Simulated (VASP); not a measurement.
Crystal: Mo.

```
CELL_PARAMETERS angstrom
2.80392 0.00000 0.00000
-1.40196 2.42827 0.00000
0.00000 0.00000 4.57880
ATOMIC_POSITIONS crystal
Mo 0.33333 0.66667 0.25000
Mo 0.66667 0.33333 0.75000
```

This isn't the form of Mo at room conditions, which is bcc.

* Program: VASP 6.6.1
* Task: relaxation of cell and atoms
* Functional: BLYP
* Potentials or basis: VASP PAW PBE potentials, release 64 (Mo_sv)
* Cutoff: 600 eV
* k mesh: 13 × 13 × 7
* Occupations: fermi-dirac, width 0.1 eV
* Spin: no spin polarisation

At the start: pressure 17.4 GPa; volume 15.59 Å³/atom.

**Question.** How do energy, volume and symmetry change on relaxing?

**Answer.** Over 13 steps the energy falls by 83.0 meV/atom and the volume is 16.83 Å³/atom (+8.0 %); space group P6_3/mmc (No. 194, to 0.1 Å) before and after.

The path:
```
step  energy change (eV)  largest force (eV/Å)  pressure (GPa)  volume (Å³)
   1              0.0000                0.0000           17.37        31.18
   2              0.4026                0.0000          -24.36        39.44
   3             -0.1176                0.0000           -1.03        33.62
   4             -0.1179                0.0000           -0.18        33.49
   5             -0.1179                0.0000            0.13        33.44
   6             -0.1294                0.0000            0.06        33.48
   7             -0.1600                0.0000            0.22        33.54
   8             -0.1061                0.0000            3.20        33.55
   9             -0.1655                0.0000            0.51        33.56
  10             -0.1659                0.0000            0.66        33.56
  11             -0.1659                0.0000            0.62        33.56
  12             -0.1633                0.0000           -2.35        34.05
  13             -0.1661                0.0000           -0.03        33.67
```

Final structure:
```
Mo
1.0
     2.79517    0.00000    0.00000
    -1.39759    2.42069    0.00000
     0.00000    0.00000    4.97550
Mo
2
Cartesian
  0.0000 1.6138 1.2439
  1.3976 0.8069 3.7316
```

Caveat: the PAW data sets were made with another functional, which shifts forces and pressure a little.
